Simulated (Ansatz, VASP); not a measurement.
## Two plane-wave programs on Te

The input INCAR:

```
SYSTEM = Te
ALGO = Normal
EDIFF = 1E-7
ENCUT = 520
GGA = PE
ISIF = 2
ISMEAR = 0
LASPH = .TRUE.
LCHARG = .FALSE.
LREAL = .FALSE.
LWAVE = .FALSE.
NBANDS = 16
NELM = 100
PREC = Accurate
SIGMA = 0.01
```

KPOINTS

```
k-points
0
G
  12 12 6
  0 0 0
```

The input POSCAR:

```
Te
1.0
    4.5186668005      0.0000000000      0.0000000000
   -2.2593334002      3.9132802405      0.0000000000
    0.0000000000      0.0000000000      5.9561016534
Te
3
Direct
    0.2682940022      0.0000000000      0.3333333333
    0.0000000000      0.2682940022      0.6666666667
    0.7317059978      0.7317059978      0.0000000000
```

Input for Ansatz:

```yaml
crystal:
  lattice:
    - [4.5186668005, 0.0, 0.0]
    - [-2.2593334002, 3.9132802405, 0.0]
    - [0.0, 0.0, 5.9561016534]
  atoms:
    - { symbol: Te, position: [0.2682940022, 0.0, 0.3333333333] }
    - { symbol: Te, position: [0.0, 0.2682940022, 0.6666666667] }
    - { symbol: Te, position: [0.7317059978, 0.7317059978, 0.0] }
basis:
  ecutwfc: 420
kpoints:
  mp_grid: { grid: [12, 12, 6] }
  band_path: { path: [VBM, CBM], npoints: 2 }
hamiltonian:
  xc: pbe
scf:
  occupations: { method: gaussian, width: 0.01 }
output:
  forces: false
  stress: false
  eigenvalues: true
checkpoint:
  read: start.run
  write: ck
  compress: false
  write_wavefunctions: false
  write_every: 100000
```

Alike in both runs: task single point; functional PBE; k mesh 12 × 12 × 6; occupations gaussian, width 0.01 eV; no spin polarisation.

```csv
,VASP,Ansatz
version,VASP 6.6.1,Ansatz 0.2.0
potentials or method,"VASP PAW PBE potentials, release 64 (Te), cutoff 520 eV","scalar-relativistic, plane waves, PAW"
valence electrons in the cell,18,48
```

|  | VASP | Ansatz | Ansatz less VASP |
| --- | --- | --- | --- |
| gap on the k mesh at the Fermi level (eV) | 0.21 | 0.23 | +0.019 |
| least direct gap on the mesh (eV) | 0.21 | 0.23 | +0.019 |

VASP's potentials hold 18 valence electrons a cell and Ansatz's 48, so a difference there can come from the potentials and not from the codes.

Neither program's run includes spin-orbit coupling.
